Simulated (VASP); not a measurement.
Here is a VASP 6.6.1 calculation.

The input INCAR:

```
PREC = Accurate
ENCUT = 520
EDIFF = 1E-6
ISMEAR = -1
SIGMA = 0.05
LREAL = F
LASPH = T
NELM = 80
ALGO = Normal
ISIF = 2
LWAVE = F
LCHARG = F
GGA = VW
NBANDS = 13
```

Contents of KPOINTS:

```
Automatic mesh
0
Gamma
  12 12 12
```

POSCAR

```
W
1.0
   -1.6031677168      1.6031677168      1.6031677168
    1.6031677168     -1.6031677168      1.6031677168
    1.6031677168      1.6031677168     -1.6031677168
W
1
Direct
    0.0000000000      0.0000000000      0.0000000000
```

Potentials or basis: VASP PAW PBE potentials, release 64 (W_sv).

Run with:

```bash
$ cat potpaw_PBE.64/W_sv/POTCAR > POTCAR
$ mpirun -np 1 vasp_std > vasp.out
```

Estimate the pressure.

-19.2 GPa.

Predict the band gap on the k mesh.

zero (band 7 reaches 15.40 eV, above the bottom of band 8 at 9.34 eV).

Caveat: the PAW data sets were made with another functional, which shifts forces and pressure a little; spin-orbit coupling is left out, which moves the levels of the heavy elements.
